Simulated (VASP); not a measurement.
## In4Sb3As: single point with PBE

The system is In4Sb3As.

```
As Sb In
1.0
     7.48085    0.00000   -0.00219
     0.00000    4.54890    0.00000
    -0.00233    0.00000    7.87282
As Sb In
1 3 4
Cartesian
  -0.0211 0.0000 2.6058
  0.0157 2.2744 6.5680
  3.7334 2.2744 1.3621
  3.7643 0.0000 5.2091
  2.6478 0.0000 2.6256
  2.8445 2.2744 6.5714
  6.5888 2.2744 1.4079
  6.6003 0.0000 5.1338
```

- Program: VASP 6.6.1
- Task: single point
- Functional: PBE
- Potentials or basis: VASP PAW PBE potentials, release 64 (As, Sb, In_d)
- Cutoff: 520 eV
- k mesh: 4 × 6 × 4
- Occupations: fermi-dirac, width 0.02 eV
- Spin: no spin polarisation

The pressure is 1.5 GPa and the largest force is 0.028 eV/Å. The band gap on the k mesh is 0.06 eV.

Forces on the atoms (eV/Å):
```
As  -0.017  0.000 -0.021
Sb  -0.014  0.000  0.014
Sb   0.015  0.000  0.009
Sb   0.010  0.000 -0.006
In   0.008  0.000 -0.004
In   0.004  0.000  0.004
In  -0.005  0.000 -0.010
In  -0.001  0.000  0.014
```

Levels at points of the mesh, in eV from the valence-band top:
| k point | band 33 | band 34 | band 35 | band 36 | band 37 | band 38 | band 39 | band 40 |
| --- | --- | --- | --- | --- | --- | --- | --- | --- |
| (0.00, 0.00, 0.00) | -0.84 | -0.61 | -0.19 | 0.00 | 0.06 | 0.46 | 1.21 | 1.70 |
| (0.50, 0.00, 0.00) | -0.80 | -0.69 | -0.40 | -0.40 | 0.42 | 1.07 | 1.09 | 1.18 |
| (0.00, 0.50, 0.00) | -1.90 | -1.85 | -1.78 | -1.67 | 2.46 | 2.50 | 2.69 | 2.82 |
| (0.50, 0.50, 0.00) | -1.93 | -1.58 | -1.51 | -1.45 | 1.57 | 1.76 | 1.77 | 1.93 |
| (0.00, 0.00, 0.50) | -1.00 | -0.75 | -0.69 | -0.37 | 0.99 | 1.44 | 1.62 | 1.86 |
| (0.50, 0.00, 0.50) | -1.78 | -1.10 | -1.08 | -1.04 | 1.19 | 1.70 | 1.77 | 1.83 |
| (0.00, 0.50, 0.50) | -1.94 | -1.85 | -1.03 | -0.97 | 1.14 | 1.16 | 1.65 | 1.70 |
| (0.50, 0.50, 0.50) | -1.69 | -1.67 | -1.61 | -1.53 | 0.86 | 1.00 | 1.07 | 1.08 |

Wall time 11 min on 1 thread of Intel(R) Xeon(R) Platinum 8488C (Sapphire Rapids) (shared host), peak memory 0.61 GiB.

Caveat: spin-orbit coupling is left out, which moves the levels of the heavy elements. A k mesh can miss the band edges.
